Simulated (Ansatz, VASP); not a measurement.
# Ge in VASP and in Ansatz

```
Ge
1.0
     0.00000    2.83897    2.78934
     2.83897    0.00000    2.78934
     2.83897    2.83897    0.00000
Ge
2
Direct
  0.00000 0.00000 0.00000
  0.25000 0.25000 0.25000
```

Alike in both runs: task single point; functional LDA; k mesh 12 × 12 × 12; occupations gaussian, width 0.01 eV; no spin polarisation.

```csv
,VASP,Ansatz
version,VASP 6.6.1,Ansatz 0.2.0
potentials or method,"VASP PAW LDA potentials, release 64 (Ge_d), cutoff 520 eV","scalar-relativistic, plane waves, PAW"
valence electrons in the cell,28,28
```

Ansatz gave:

* gap on the k mesh at the Fermi level (eV): 0.11
* least direct gap on the mesh (eV): 0.13

Q: What did VASP give for the same quantities?

A: gap on the k mesh at the Fermi level (eV): 0.13; least direct gap on the mesh (eV): 0.13.

LDA's correlation is that of Perdew and Zunger in VASP and of Perdew and Wang (1992) in Ansatz.
